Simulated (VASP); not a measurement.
Write the native input for VASP 6.6.1 that does the following.

```yaml
Task: single point
Functional: PBE
Dispersion: D3(BJ)
Potentials_or_basis: VASP PAW PBE potentials, release 64 (Te, Mo_sv)
Cutoff: 520 eV
k_mesh: 4 × 6 × 2
Occupations: gaussian, width 0.1 eV
Spin: no spin polarisation
Dipole_correction: no
Further_INCAR_settings: ALGO = Normal; EDIFF = 1e-07; NBANDS = 64
```

The structure of Te2Mo lies in POSCAR:

```
Te2Mo
1.0
    6.3300000000      0.0000000000      0.0000000000
    0.0000000000      3.4690000000      0.0000000000
   -0.9467947088      0.0000000000     13.8276237937
Te Mo
8 4
Direct
    0.5568000000      0.7500000000      0.3516000000
    0.4432000000      0.2500000000      0.6484000000
    0.5888000000      0.2500000000      0.1045000000
    0.4112000000      0.7500000000      0.8955000000
    0.0970000000      0.7500000000      0.1486000000
    0.9030000000      0.2500000000      0.8514000000
    0.0563000000      0.2500000000      0.3955000000
    0.9437000000      0.7500000000      0.6045000000
    0.3181000000      0.7500000000      0.5066000000
    0.6819000000      0.2500000000      0.4934000000
    0.1833000000      0.2500000000      0.0074000000
    0.8167000000      0.7500000000      0.9926000000
```

One way to write it, as run:

INCAR

```
PREC = Accurate
ENCUT = 520
EDIFF = 1E-7
ISMEAR = 0
SIGMA = 0.1
LREAL = False
LASPH = True
NELM = 100
ALGO = Normal
ISIF = 2
LWAVE = False
LCHARG = False
GGA = PE
IVDW = 12
NBANDS = 64
```

KPOINTS

```
regular mesh
0
Gamma
  4 6 2
```

Potentials or basis: VASP PAW PBE potentials, release 64 (Te, Mo_sv).

The run is started by

```bash
$ cat potpaw_PBE.64/Te/POTCAR potpaw_PBE.64/Mo_sv/POTCAR > POTCAR
$ mpirun -np 1 vasp_std > vasp.out
```

It gave:

The pressure is -0.8 GPa, the largest force is 0.163 eV/Å and the band gap on the k mesh is zero (bands 52 and 53 overlap by 0.20 eV). The dispersion energy per atom is -0.529 eV.

Caveat: spin-orbit coupling is left out, which moves the levels of the heavy elements.

It took 8.1 min on 1 thread of AMD EPYC 9R45 96-Core Processor (Zen 5), on a shared host, peak memory 0.57 GiB.
